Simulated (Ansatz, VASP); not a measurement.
**One calculation of TiCo, two programs**

```
CELL_PARAMETERS angstrom
2.98611 0.00000 0.00000
0.00000 2.98611 0.00000
0.00000 0.00000 2.98611
ATOMIC_POSITIONS crystal
Co 0.50000 0.50000 0.50000
Ti 0.00000 0.00000 0.00000
```

Alike in both runs: task single point; functional PBE; k mesh 8 × 8 × 8; occupations fermi-dirac, width 0.05 eV; collinear spin; fixed moment 6 μB.

|  | VASP | Ansatz |
| --- | --- | --- |
| version | VASP 6.6.1 | Ansatz 0.2.0 |
| potentials or method | VASP PAW PBE potentials, release 64 (Co, Ti_sv) | Ansatz PAW |
| plane-wave cutoff (eV) | 520 | 420 |
| valence electrons in the cell | 21 | 29 |

Ansatz gave:

- net moment per atom (μB): 3.00
- size of the moment on the site where the two differ most (μB): 1.92

**Question.** Which values does VASP return?

**Answer.** net moment per atom (μB): 3.00; size of the moment on the site where the two differ most (μB): 2.08.

Site moments also hang on the region over which each program counts them. VASP's potentials hold 21 valence electrons a cell and Ansatz's 29, so a difference there can come from the potentials and not from the codes.
